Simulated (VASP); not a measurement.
**Tc: relaxation of cell and atoms with r2SCAN**

Tc:

```xyz
2
Lattice="2.7400 0.0000 0.0000 -1.3700 2.3729 0.0000 0.0000 0.0000 4.3980" Properties=species:S:1:pos:R:3 pbc="T T T"
Tc    0.0000    1.5819    1.0995
Tc    1.3700    0.7910    3.2985
```

* Program: VASP 6.6.1
* Task: relaxation of cell and atoms
* Functional: r2SCAN
* Potentials or basis: VASP PAW PBE potentials, release 64 (Tc_pv)
* Cutoff: 600 eV
* k mesh: 11 × 11 × 6
* Occupations: fermi-dirac, width 0.05 eV
* Spin: no spin polarisation
* Dipole correction: no
* Further INCAR settings: ALGO = Normal; EDIFF = 1e-07; IBRION = 2; EDIFFG = -0.03; NSW = 60; ISIF = 3

```
Relaxed volume                        : 14.23 Å³/atom
Relaxed cell                          : a = 2.735 Å, b = 2.735 Å, c = 4.393 Å, α = 90.00°, β = 90.00°, γ = 120.00°
Space group after relaxing (to 0.1 Å) : P6_3/mmc (No. 194)
Energy gained by relaxing             : 0.3 meV/atom
Ionic steps                           : 3
Pressure after relaxing               : 0.0 GPa
Band gap on the k mesh                : zero (bands 13 and 14 overlap by 3.27 eV)
```

Stress tensor (GPa, compression positive):
```
-0.09  0.00  0.00
 0.00 -0.09  0.00
 0.00  0.00  0.29
```

Step by step:
```csv
step,energy change (eV),largest force (eV/Å),pressure (GPa),volume (Å³)
1,0.0000,0.0000,-1.39,28.59
2,0.0047,0.0000,4.51,28.09
3,-0.0006,0.0000,0.04,28.47
```

Final structure:
```cif
data_structure
_symmetry_space_group_name_H-M 'P 1'
_symmetry_Int_Tables_number 1
_cell_length_a 2.7354
_cell_length_b 2.7354
_cell_length_c 4.3931
_cell_angle_alpha 90.000
_cell_angle_beta 90.000
_cell_angle_gamma 120.000
_cell_volume 28.47
loop_
_atom_site_label
_atom_site_type_symbol
_atom_site_fract_x
_atom_site_fract_y
_atom_site_fract_z
_atom_site_occupancy
Tc1 Tc 0.33333 0.66667 0.25000 1
Tc2 Tc 0.66667 0.33333 0.75000 1
```

Levels at points of the mesh, in eV from the Fermi level:
```
           k point  band 10  band 11  band 12  band 13  band 14  band 15  band 16  band 17
(0.00, 0.00, 0.00)    -1.60    -1.56    -0.86    -0.86    -0.09    -0.09     1.67     2.70
(0.00, 0.00, 0.50)    -2.00    -1.74    -1.74    -1.74    -1.74     1.99     1.99     1.99
```

Wall time 7.7 min on 1 thread of Intel Xeon 8259CL, with other jobs on the host, peak memory 0.19 GiB.

Caveat: the PAW data sets were made with another functional, which shifts forces and pressure a little.
